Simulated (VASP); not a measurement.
# Ta2Si (I4/mcm) in VASP: a series of runs, part 2 of 2

VASP 6.6.1. Earlier steps stand in the parts before.

## 3. Single point, PBEsol

Contents of INCAR:

```
SYSTEM = Ta2Si
  ALGO = Fast
  EDIFF = 1E-6
  ENCUT = 520
  GGA = PS
  ISIF = 2
  ISMEAR = 0
  LASPH = .True.
  LCHARG = .True.
  LELF = .True.
  LREAL = .False.
  LVHAR = .True.
  LWAVE = .False.
  NBANDS = 35
  NELM = 60
  PREC = Accurate
  SIGMA = 0.1
```

Contents of KPOINTS:

```
k-points
0
Gamma
  12 12 12
  0 0 0
```

Contents of POSCAR:

```
Ta2Si
1.0
   -3.0877629443      3.0877629443      2.5236412193
    3.0877629443     -3.0877629443      2.5236412193
    3.0877629443      3.0877629443     -2.5236412193
Ta Si
4 2
Direct
    0.6635932100      0.8364067900      0.5000000000
    0.8364067900      0.3364067900      0.1728135800
    0.3364067900      0.1635932100      0.5000000000
    0.1635932100      0.6635932100      0.8271864200
    0.2500000000      0.2500000000      0.0000000000
    0.7500000000      0.7500000000      0.0000000000
```

Potentials or basis: VASP PAW PBE potentials, release 64 (Ta_pv, Si).

Launch:

```console
cat potpaw_PBE.64/Ta_pv/POTCAR potpaw_PBE.64/Si/POTCAR > POTCAR
mpirun -np 1 vasp_std > vasp.out
```

OUTCAR:

```text
SYSTEM = Ta2Si
   EDIFF = 1E-6
   ENCUT = 520
   GGA = PS
   ISIF = 2
   ISMEAR = 0
   LASPH = .True.
   LREAL = .False.
   NELM = 60
   PREC = Accurate

 ion  position               nearest neighbor table
   1  0.664  0.836  0.500-   5 2.63   5 2.63   6 2.63   6 2.63   3 2.86   3 2.94   3 2.94   2 3.23
                             4 3.23   4 3.23   2 3.23   4 3.27   2 3.27   4 3.27   2 3.27
   2  0.836  0.336  0.173-   6 2.63   5 2.63   5 2.63   6 2.63   4 2.86   4 2.94   4 2.94   1 3.23
                             3 3.23   3 3.23   1 3.23   1 3.27   3 3.27   3 3.27   1 3.27
   3  0.336  0.164  0.500-   6 2.63   6 2.63   5 2.63   5 2.63   1 2.86   1 2.94   1 2.94   2 3.23
                             4 3.23   4 3.23   2 3.23   4 3.27   2 3.27   2 3.27   4 3.27
   4  0.164  0.664  0.827-   6 2.63   5 2.63   5 2.63   6 2.63   2 2.86   2 2.94   2 2.94   3 3.23
                             1 3.23   1 3.23   3 3.23   3 3.27   1 3.27   1 3.27   3 3.27
   5  0.250  0.250  0.000-   6 2.52   6 2.52   1 2.63   1 2.63   3 2.63   4 2.63   3 2.63   2 2.63
                             4 2.63   2 2.63
   6  0.750  0.750  0.000-   5 2.52   5 2.52   3 2.63   3 2.63   1 2.63   1 2.63   4 2.63   2 2.63
                             4 2.63   2 2.63

  LATTYP: Found a body centered tetragonal cell.
 ALAT       =     6.1755258886
 C/A-ratio  =     0.8173040693
[... 201 lines left out ...]
  band No.  band energies     occupation
      1     -27.0942      2.00000
      2     -27.0942      2.00000
      3     -27.0774      2.00000
      4     -27.0326      2.00000
      5     -27.0326      2.00000
      6     -26.9981      2.00000
[... 901 lines left out ...]
     34      11.2278      0.00000
     35      11.4196      0.00000

 [... further k-points ...]

------------------------ aborting loop because EDIFF is reached ----------------------------------------

  FORCE on cell =-STRESS in cart. coord.  units (eV):
  Direction    XX          YY          ZZ          XY          YZ          ZX
  --------------------------------------------------------------------------------------
  -------------------------------------------------------------------------------------
  Total       -1.9786546     -1.9786546     -1.1877157      0.0000000     -0.0000000      0.0000000
  in kB      -32.9385954    -32.9385954    -19.7718617      0.0000000     -0.0000000      0.0000000
  external PRESSURE =     -28.5496842 kB  Pullay stress =       0.0000000 kB

 VOLUME and BASIS-vectors are now :
 -----------------------------------------------------------------------------
  energy-cutoff  :      520.00
  volume of cell :       96.24
      direct lattice vectors                 reciprocal lattice vectors
    -3.087762944  3.087762944  2.523641219     0.000000000  0.161929529  0.198126420
     3.087762944 -3.087762944  2.523641219     0.161929529  0.000000000  0.198126420
     3.087762944  3.087762944 -2.523641219     0.161929529  0.161929529  0.000000000

 POSITION                                       TOTAL-FORCE (eV/Angst)
 -----------------------------------------------------------------------------------
      2.07749      1.01027      2.52364         0.042780     -0.042780      0.000000
     -1.01027      2.07749      2.52364         0.042780      0.042780     -0.000000
      1.01027      2.07749      0.00000        -0.042780      0.042780      0.000000
      4.09804      1.01027      0.00000        -0.042780     -0.042780      0.000000
      0.00000      0.00000      1.26182        -0.000000     -0.000000      0.000000
      0.00000      0.00000      3.78546        -0.000000     -0.000000      0.000000
 -----------------------------------------------------------------------------------
    total drift:                               -0.000000     -0.000000     -0.000000

  FREE ENERGIE OF THE ION-ELECTRON SYSTEM (eV)
  ---------------------------------------------------
  free  energy   TOTEN  =       -65.3037004288 eV

  energy  without entropy=      -65.2876490834  energy(sigma->0) =      -65.29567476
```

It took 11 min on 1 thread of Intel Xeon Platinum 8259CL at 2.50GHz (Skylake/Cascade Lake), shared host; peak memory 0.55 GiB.

Results:

```
Free energy            : -65.3037 eV
Pressure               : -2.9 GPa
Largest force          : 0.061 eV/Å
Band gap on the k mesh : zero (bands 26 and 27 overlap by 0.76 eV)
```

Forces on the atoms (eV/Å):
```
Ta   0.043 -0.043  0.000
Ta   0.043  0.043  0.000
Ta  -0.043  0.043  0.000
Ta  -0.043 -0.043  0.000
Si   0.000  0.000  0.000
Si   0.000  0.000  0.000
```

Levels at points of the mesh, in eV from the Fermi level:
```
           k point  band 23  band 24  band 25  band 26  band 27  band 28  band 29  band 30
(0.00, 0.00, 0.00)    -2.45    -2.01     0.17     0.24     0.93     1.30     1.30     1.55
(0.50, 0.00, 0.00)    -1.95    -1.95    -1.06    -1.06     0.70     0.70     1.88     1.88
(0.50, 0.50, 0.00)    -1.92    -1.46    -0.18     0.01     0.09     0.63     1.34     1.80
(0.50, 0.50, 0.50)    -1.05    -1.01    -1.01    -1.00    -0.24     0.23     0.72     0.72
```

Caveat: the PAW data sets were made with another functional, which shifts forces and pressure a little; spin-orbit coupling is left out, which moves the levels of the heavy elements.
